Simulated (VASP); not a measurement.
# SiO2 (P4_32_12) in VASP: a series of runs

Aim: see how the results for SiO2 move with the level of theory and the settings. Levels: RPBE, revPBE, BLYP. Tasks: single point.

Program: VASP 6.6.1. These are calculated values, not measurements. Logs are shortened: lines on timing, memory, paths and dates and some standing lists are left out, and cuts for length are marked.

## (1) The cell of the first run

Symmetry: P4_32_12, No. 96, tetragonal system. The conventional cell has a = 5.137 Å, b = 5.137 Å, c = 7.185 Å, α = 90.00°, β = 90.00°, γ = 90.00°. Within 2.2 Å of Si (site symmetry 2) lie 4 O at 1.63 Å. O (site symmetry 1) has 2 Si at 1.63 Å within 2.2 Å.

## (2) Single point, RPBE

File INCAR:

```
PREC = Accurate ; ENCUT = 520
EDIFF = 1E-6 ; ISMEAR = -1
SIGMA = 0.05 ; LREAL = False
LASPH = True ; NELM = 80
ALGO = Normal ; ISIF = 2
LWAVE = False ; LCHARG = True
GGA = RP ; LELF = True
LVHAR = True ; NBANDS = 44
```

File KPOINTS:

```
Automatic mesh
0
Gamma
  6 6 4
```

File POSCAR:

```
SiO2
1.0
    5.1373929221      0.0000000000      0.0000000000
    0.0000000000      5.1373929221      0.0000000000
    0.0000000000      0.0000000000      7.1847923155
Si O
4 8
Direct
    0.7902249773      0.7902249773      0.5000000000
    0.7097750227      0.2902249773      0.2500000000
    0.2902249773      0.7097750227      0.7500000000
    0.2097750227      0.2097750227      0.0000000000
    0.7575802378      0.0864051632      0.4208776125
    0.9135948368      0.2424197622      0.0791223875
    0.0864051632      0.7575802378      0.5791223875
    0.2575802378      0.4135948368      0.8291223875
    0.2424197622      0.9135948368      0.9208776125
    0.7424197622      0.5864051632      0.3291223875
    0.4135948368      0.2575802378      0.1708776125
    0.5864051632      0.7424197622      0.6708776125
```

Potentials or basis: VASP PAW PBE potentials, release 64 (Si, O).

Run with:

```
> cat potpaw_PBE.64/Si/POTCAR potpaw_PBE.64/O/POTCAR > POTCAR
> mpirun -np 1 vasp_std > vasp.out
```

OUTCAR:

```text
PREC = Accurate
   ENCUT = 520
   EDIFF = 1E-6
   ISMEAR = -1
   LREAL = False
   LASPH = True
   NELM = 80
   ISIF = 2
   GGA = RP

 ion  position               nearest neighbor table
   1  0.790  0.790  0.500-  10 1.63  12 1.63   5 1.63   7 1.63
   2  0.710  0.290  0.250-   5 1.63   6 1.63  10 1.63  11 1.63
   3  0.290  0.710  0.750-   7 1.63   9 1.63   8 1.63  12 1.63
   4  0.210  0.210  0.000-   8 1.63  11 1.63   9 1.63   6 1.63
   5  0.758  0.086  0.421-   2 1.63   1 1.63
   6  0.914  0.242  0.079-   2 1.63   4 1.63
   7  0.086  0.758  0.579-   3 1.63   1 1.63
   8  0.258  0.414  0.829-   4 1.63   3 1.63
   9  0.242  0.914  0.921-   3 1.63   4 1.63
  10  0.742  0.586  0.329-   1 1.63   2 1.63
  11  0.414  0.258  0.171-   4 1.63   2 1.63
  12  0.586  0.742  0.671-   1 1.63   3 1.63

  LATTYP: Found a simple tetragonal cell.
 ALAT       =     5.1373929221
 C/A-ratio  =     1.3985288695

  Lattice vectors:

 A1 = (   5.1373929221,   0.0000000000,   0.0000000000)
 A2 = (   0.0000000000,   5.1373929221,   0.0000000000)
 A3 = (   0.0000000000,   0.0000000000,   7.1847923155)

Analysis of symmetry for initial positions (statically):
=====================================================================
 Subroutine PRICEL returns:
 Original cell was already a primitive cell.

 Routine SETGRP: Setting up the symmetry group for a
 simple tetragonal supercell.

 Subroutine GETGRP returns: Found  8 space group operations
 (whereof  2 operations were pure point group operations)
 out of a pool of 16 trial point group operations.

The static configuration has the point symmetry C_2 .
 The point group associated with its full space group is D_4 .

Analysis of symmetry for dynamics (positions and initial velocities):
=====================================================================
 Subroutine PRICEL returns:
 Original cell was already a primitive cell.

 Routine SETGRP: Setting up the symmetry group for a
 simple tetragonal supercell.

 Subroutine GETGRP returns: Found  8 space group operations
 (whereof  2 operations were pure point group operations)
 out of a pool of 16 trial point group operations.

The dynamic configuration has the point symmetry C_2 .
 The point group associated with its full space group is D_4 .

 Subroutine INISYM returns: Found  8 space group operations
 (whereof  2 operations are pure point group operations),
 and found     1 'primitive' translations

----------------------------------------------------------------------------------------

                                     Primitive cell

  volume of cell :     189.6268

  direct lattice vectors                    reciprocal lattice vectors
     5.137392922  0.000000000  0.000000000     0.194651259  0.000000000  0.000000000
     0.000000000  5.137392922  0.000000000     0.000000000  0.194651259  0.000000000
     0.000000000  0.000000000  7.184792316     0.000000000  0.000000000  0.139182868

  length of vectors
     5.137392922  5.137392922  7.184792316     0.194651259  0.194651259  0.139182868

  position of ions in fractional coordinates (direct lattice)
     0.790224977  0.790224977  0.500000000
     0.709775023  0.290224977  0.250000000
     0.290224977  0.709775023  0.750000000
     0.209775023  0.209775023  0.000000000
     0.757580238  0.086405163  0.420877612
     0.913594837  0.242419762  0.079122387
     0.086405163  0.757580238  0.579122387
     0.257580238  0.413594837  0.829122387
     0.242419762  0.913594837  0.920877612
     0.742419762  0.586405163  0.329122387
     0.413594837  0.257580238  0.170877612
     0.586405163  0.742419762  0.670877612

  ion indices of the primitive-cell ions
   primitive index   ion index
                 1           1
                 2           2
                 3           3
                 4           4
                 5           5
                 6           6
                 7           7
                 8           8
                 9           9
                10          10
                11          11
                12          12

----------------------------------------------------------------------------------------

 KPOINTS: Automatic mesh

Automatic generation of k-mesh.
 Grid dimensions read from file:
 generate k-points for:    6    6    4

 Generating k-lattice:

  Cartesian coordinates                     Fractional coordinates (reciprocal lattice)
     0.032441876  0.000000000  0.000000000     0.166666667  0.000000000  0.000000000
     0.000000000  0.032441876  0.000000000     0.000000000  0.166666667  0.000000000
     0.000000000  0.000000000  0.034795717     0.000000000  0.000000000  0.250000000

  Length of vectors
     0.032441876  0.032441876  0.034795717

  Shift w.r.t. Gamma in fractional coordinates (k-lattice)
     0.000000000  0.000000000  0.000000000

 Subroutine IBZKPT returns following result:
 ===========================================

 Found     30 irreducible k-points:

 Following reciprocal coordinates:
            Coordinates               Weight
  0.000000  0.000000  0.000000      1.000000
  0.166667  0.000000  0.000000      4.000000
  0.333333  0.000000  0.000000      4.000000
  0.500000  0.000000  0.000000      2.000000
  0.166667  0.166667  0.000000      4.000000
  0.333333  0.166667  0.000000      8.000000
[... 16 lines left out ...]
  0.333333  0.000000  0.500000      4.000000
  0.500000  0.000000  0.500000      2.000000
 [... further k-points ...]
   k-points           NKPTS =     30   k-points in BZ     NKDIM =     30   number of bands    NBANDS=     44
   number of dos      NEDOS =    301   number of ions     NIONS =     12
   total plane-waves  NPLWV =  86400
   dimension x,y,z NGX =    40 NGY =   40 NGZ =   54
   dimension x,y,z NGXF=    80 NGYF=   80 NGZF=  108
   ions per type =               4   8
   NGX,Y,Z   is equivalent  to a cutoff of  12.94, 12.94, 12.49 a.u.
   NGXF,Y,Z  is equivalent  to a cutoff of  25.89, 25.89, 24.99 a.u.
 SYSTEM =  unknown system
   PREC   = accura    normal or accurate (medium, high low for compatibility)
   ISTART =      0    job   : 0-new  1-cont  2-samecut
   ICHARG =      2    charge: 1-file 2-atom 10-const
   ISPIN  =      1    spin polarized calculation?
   LNONCOLLINEAR =      F non collinear calculations
   LSORBIT =      F    spin-orbit coupling
   LASPH  =      T    aspherical Exc in radial PAW
   ENCUT  =  520.0 eV  38.22 Ry    6.18 a.u.   9.55  9.55 13.36*2*pi/ulx,y,z
   NELM   =     80;   NELMIN=  2; NELMDL= -5     # of ELM steps
   EDIFF  = 0.1E-05   stopping-criterion for ELM
   LREAL  =      F    real-space projection
[... 7 lines left out ...]
   TEBEG  =    0.0;   TEEND  =   0.0 temperature during run
   PSTRESS=    0.0 pullay stress
   NELECT =      64.0000    total number of electrons
   NUPDOWN=      -1.0000    fix difference up-down
   EMIN   =  10.00;   EMAX   =-10.00  energy-range for DOS
   EFERMI =   0.00;   METHOD = LEGACY
   ISMEAR =    -1;   SIGMA  =   0.05  broadening in eV -4-tet -1-fermi 0-gaus
   EFERMI_NEDOS =   21; number of points for ismear=-14 and -15
   IALGO  =     38    algorithm
   IMIX   =      4    mixing-type and parameters
     AMIX     =   0.40;   BMIX     =  1.00
     AMIX_MAG =   1.60;   BMIX_MAG =  1.00
  volume/ion in A,a.u.               =      15.80       106.64
  Fermi-wavevector in a.u.,A,eV,Ry     =   1.139816  2.153941 17.676436  1.299181
  Thomas-Fermi vector in A             =   2.276519
   LORBIT       =      0    0 simple, 1 ext, 2 COOP (PROOUT), +10 PAW based schemes
   GGA     = RP    functional components
   LHFCALC =     F    Hartree Fock is set to
   AEXX    =    0.0000 exact exchange contribution
   IVDW    =     0    specifies the selected vdW correction
   LEPSILON=     F    determine dielectric tensor
   LRPA    =     F    only Hartree local field effects (RPA)
 non-spin polarized calculation
  energy-cutoff  :      520.00
  volume of cell :      189.63
 maximum number of plane-waves:      5143
 NGX is ok and might be reduce to    40
   NGX = 19   NGY = 19   NGZ = 27

 number of electron      64.0000030 magnetization

 Free energy of the ion-electron system (eV)
  ---------------------------------------------------
  ext. energy  EPLUGINS =         0.00000000
  ---------------------------------------------------
  free energy    TOTEN  =       -91.30480114 eV

  energy without entropy =      -91.30480114  energy(sigma->0) =      -91.30480114

 E-fermi :   0.6942     XC(G=0):  -7.6742

 val. band max:       -0.3646103566   @ k =   0.0000   0.0000   0.0000
 cond. band min:       5.1910159222   @ k =   0.0000   0.0000   0.0000
 fundamental gap:      5.5556262788
 Fermi energy:         0.6941911421

 k-point     1 :       0.0000    0.0000    0.0000
  band No.  band energies     occupation
      1     -19.6659      2.00000
      2     -18.8362      2.00000
      3     -18.8362      2.00000
      4     -17.7542      2.00000
      5     -17.7342      2.00000
      6     -17.7341      2.00000
[... 36 lines left out ...]
     43      10.6616      0.00000
     44      10.7284      0.00000

 k-point     2 :       0.1667    0.0000    0.0000
  band No.  band energies     occupation
      1     -19.6137      2.00000
      2     -18.8933      2.00000
      3     -18.7732      2.00000
      4     -17.8106      2.00000
      5     -17.7568      2.00000
      6     -17.7427      2.00000
[... 36 lines left out ...]
     43      10.7684      0.00000
     44      11.0988      0.00000

 k-point     3 :       0.3333    0.0000    0.0000
  band No.  band energies     occupation
      1     -19.4684      2.00000
      2     -19.0504      2.00000
      3     -18.5943      2.00000
      4     -18.0427      2.00000
      5     -17.7626      2.00000
      6     -17.7587      2.00000
[... 976 lines left out ...]
     43      10.8452      0.00000
     44      10.8459      0.00000

 k-point    24 :       0.5000    0.0000    0.5000
  band No.  band energies     occupation
      1     -19.2590      2.00000
      2     -19.2590      2.00000
      3     -18.3444      2.00000
      4     -18.3444      2.00000
      5     -17.7555      2.00000
      6     -17.7555      2.00000
[... 36 lines left out ...]
     43      11.0043      0.00000
     44      11.0158      0.00000

 [... further k-points ...]

------------------------ aborting loop because EDIFF is reached ----------------------------------------

  FORCE on cell =-STRESS in cart. coord.  units (eV):
  Direction    XX          YY          ZZ          XY          YZ          ZX
  --------------------------------------------------------------------------------------
  -------------------------------------------------------------------------------------
  Total       -0.3334910     -0.3334910     -0.3942619      0.0000000      0.0000000      0.0000000
  in kB       -2.8177014     -2.8177014     -3.3311611      0.0000000      0.0000000      0.0000000
  external PRESSURE =      -2.9888546 kB  Pullay stress =       0.0000000 kB

 VOLUME and BASIS-vectors are now :
 -----------------------------------------------------------------------------
  energy-cutoff  :      520.00
  volume of cell :      189.63
      direct lattice vectors                 reciprocal lattice vectors
     5.137392922  0.000000000  0.000000000     0.194651259  0.000000000  0.000000000
     0.000000000  5.137392922  0.000000000     0.000000000  0.194651259  0.000000000
     0.000000000  0.000000000  7.184792316     0.000000000  0.000000000  0.139182868

 POSITION                                       TOTAL-FORCE (eV/Angst)
 -----------------------------------------------------------------------------------
      4.05970      4.05970      3.59240         0.015699      0.015699     -0.000000
      3.64639      1.49100      1.79620        -0.015699      0.015699     -0.000000
      1.49100      3.64639      5.38859         0.015699     -0.015699     -0.000000
      1.07770      1.07770      0.00000        -0.015699     -0.015699     -0.000000
      3.89199      0.44390      3.02392        -0.002987     -0.017148     -0.026933
      4.69350      1.24541      0.56848         0.017148      0.002987      0.026933
      0.44390      3.89199      4.16087        -0.017148     -0.002987      0.026933
      1.32329      2.12480      5.95707        -0.002987      0.017148      0.026933
      1.24541      4.69350      6.61631         0.002987      0.017148     -0.026933
      3.81410      3.01259      2.36468         0.002987     -0.017148      0.026933
      2.12480      1.32329      1.22772         0.017148     -0.002987     -0.026933
      3.01259      3.81410      4.82012        -0.017148      0.002987     -0.026933
 -----------------------------------------------------------------------------------
    total drift:                                0.000000     -0.000000      0.000000

  FREE ENERGIE OF THE ION-ELECTRON SYSTEM (eV)
  ---------------------------------------------------
  free  energy   TOTEN  =       -91.3048011449 eV

  energy  without entropy=      -91.3048011449  energy(sigma->0) =      -91.30480114
```

Run time: 2.6 min. Hardware: 1 thread of Intel Xeon Platinum 8375C at 2.90GHz (Ice Lake), shared host; peak memory 0.38 GiB.

What came out:

```
Free energy            : -91.3048 eV
Pressure               : -0.3 GPa
Largest force          : 0.032 eV/Å
Band gap on the k mesh : 5.56 eV
```

Forces on the atoms (eV/Å):
```
Si   0.016  0.016  0.000
Si  -0.016  0.016  0.000
Si   0.016 -0.016  0.000
Si  -0.016 -0.016  0.000
O   -0.003 -0.017 -0.027
O    0.017  0.003  0.027
O   -0.017 -0.003  0.027
O   -0.003  0.017  0.027
O    0.003  0.017 -0.027
O    0.003 -0.017  0.027
O    0.017 -0.003 -0.027
O   -0.017  0.003 -0.027
```

Caveat: the PAW data sets were made with another functional, which shifts forces and pressure a little.

## (3) Single point, revPBE

File INCAR:

```
SYSTEM = SiO2
ALGO = Normal ; EDIFF = 1E-6
ENCUT = 520 ; GGA = RE
ISIF = 2 ; ISMEAR = -1
LASPH = .True. ; LCHARG = .False.
LREAL = .False. ; LWAVE = .False.
NBANDS = 44 ; NELM = 100
PREC = Accurate ; SIGMA = 0.05
```

File KPOINTS:

```
k-points
0
Gamma
  6 6 4
  0 0 0
```

File POSCAR:

```
SiO2
1.0
    5.1363126304      0.0000000000      0.0000000000
    0.0000000000      5.1363126304      0.0000000000
    0.0000000000      0.0000000000      7.1869819809
Si O
4 8
Direct
    0.7895405284      0.7895405284      0.5000000000
    0.7104594716      0.2895405284      0.2500000000
    0.2895405284      0.7104594716      0.7500000000
    0.2104594716      0.2104594716      0.0000000000
    0.7573366121      0.0849571362      0.4201105830
    0.9150428638      0.2426633879      0.0798894170
    0.0849571362      0.7573366121      0.5798894170
    0.2573366121      0.4150428638      0.8298894170
    0.2426633879      0.9150428638      0.9201105830
    0.7426633879      0.5849571362      0.3298894170
    0.4150428638      0.2573366121      0.1701105830
    0.5849571362      0.7426633879      0.6701105830
```

Potentials or basis: VASP PAW PBE potentials, release 64 (Si, O).

Run with:

```
> cat potpaw_PBE.64/Si/POTCAR potpaw_PBE.64/O/POTCAR > POTCAR
> mpirun -np 1 vasp_std > vasp.out
```

Run time: 2.4 min. Hardware: 1 thread of Intel Xeon Platinum 8375C at 2.90GHz (Ice Lake), shared host; peak memory 0.38 GiB.

Results (log left out):

- Free energy: -91.7248 eV
- Pressure: -0.2 GPa
- Largest force: 0.025 eV/Å
- Band gap on the k mesh: 5.62 eV

Forces on the atoms (eV/Å):
```
Si   0.015  0.015  0.000
Si  -0.015  0.015  0.000
Si   0.015 -0.015  0.000
Si  -0.015 -0.015  0.000
O   -0.002 -0.013 -0.022
O    0.013  0.002  0.022
O   -0.013 -0.002  0.022
O   -0.002  0.013  0.022
O    0.002  0.013 -0.022
O    0.002 -0.013  0.022
O    0.013 -0.002 -0.022
O   -0.013  0.002 -0.022
```

Levels at points of the mesh, in eV from the valence-band top:
| k point | band 28 | band 29 | band 30 | band 31 | band 32 | band 33 | band 34 | band 35 | band 36 | band 37 |
| --- | --- | --- | --- | --- | --- | --- | --- | --- | --- | --- |
| (0.00, 0.00, 0.00) | -1.07 | -0.65 | -0.22 | -0.22 | 0.00 | 5.62 | 8.72 | 8.72 | 8.83 | 8.83 |
| (0.50, 0.00, 0.00) | -1.01 | -0.63 | -0.63 | -0.42 | -0.42 | 7.53 | 7.53 | 9.17 | 9.17 | 9.42 |
| (0.50, 0.50, 0.00) | -1.31 | -0.59 | -0.59 | -0.56 | -0.56 | 8.57 | 8.57 | 8.61 | 8.61 | 9.86 |
| (0.00, 0.00, 0.50) | -0.68 | -0.47 | -0.47 | -0.39 | -0.39 | 6.77 | 6.77 | 9.26 | 9.26 | 9.40 |
| (0.50, 0.00, 0.50) | -0.95 | -0.91 | -0.91 | -0.14 | -0.14 | 7.66 | 7.66 | 8.84 | 8.84 | 9.19 |
| (0.50, 0.50, 0.50) | -1.32 | -0.66 | -0.66 | -0.66 | -0.66 | 9.07 | 9.07 | 9.07 | 9.07 | 9.55 |

Caveat: the PAW data sets were made with another functional, which shifts forces and pressure a little. A k mesh can miss the band edges.

(Continued in part 2 of 2.)
